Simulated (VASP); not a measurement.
Runs of VASP 6.6.1 on C. The structure is that of space group P6_3/mmc (No. 194), or close to it. The cells are those of the table. 

| task | cell | k mesh | cutoff (eV) | smearing | gap on the mesh (eV) | pressure (GPa) | largest force (eV/Å) |
| --- | --- | --- | --- | --- | --- | --- | --- |
| single point | a = 2.511, b = 2.511, c = 4.180 Å, angles 90.0, 90.0, 120.0°, 4 atoms | 8 × 8 × 4 | 520 | gaussian 0.1 eV | (b) | 0.8 | 0.01 |
| single point | a = 2.526, b = 2.526, c = 4.058 Å, angles 90.0, 90.0, 118.8°, 4 atoms | 8 × 8 × 4 | 520 | gaussian 0.1 eV | 3.27 | 4.5 | 1.26 |
| relaxation of cell and atoms | relaxed from a = 2.511, b = 2.511, c = 4.180 Å, angles 90.0, 90.0, 120.0°, 4 atoms | 12 × 12 × 6 | 600 | gaussian 0.02 eV | 3.34 | 0.1 | 0.01 |
| relaxation of cell and atoms | relaxed from a = 2.526, b = 2.526, c = 4.058 Å, angles 90.0, 90.0, 118.8°, 4 atoms | 8 × 8 × 4 | 600 | gaussian 0.1 eV | (a) | -0.1 | 0.04 |
| single point | a = 2.512, b = 2.512, c = 4.180 Å, angles 90.0, 90.0, 120.0°, 4 atoms | 12 × 12 × 6 | 520 | gaussian 0.02 eV | 3.34 | 0.6 | - |

Alike in all rows: level PBE; potentials or basis VASP PAW PBE potentials, release 64 (C); no spin polarisation.

**Question.** Estimate the missing entries.

**Answer.** (a) 3.72; (b) 3.70.

Caveats: forces of over 1 eV/Å act on the atoms, so gaps and moduli don't describe the material at rest (some runs); the relaxation stopped at its first step, so nothing moved (some runs).

A k mesh can miss the band edges.
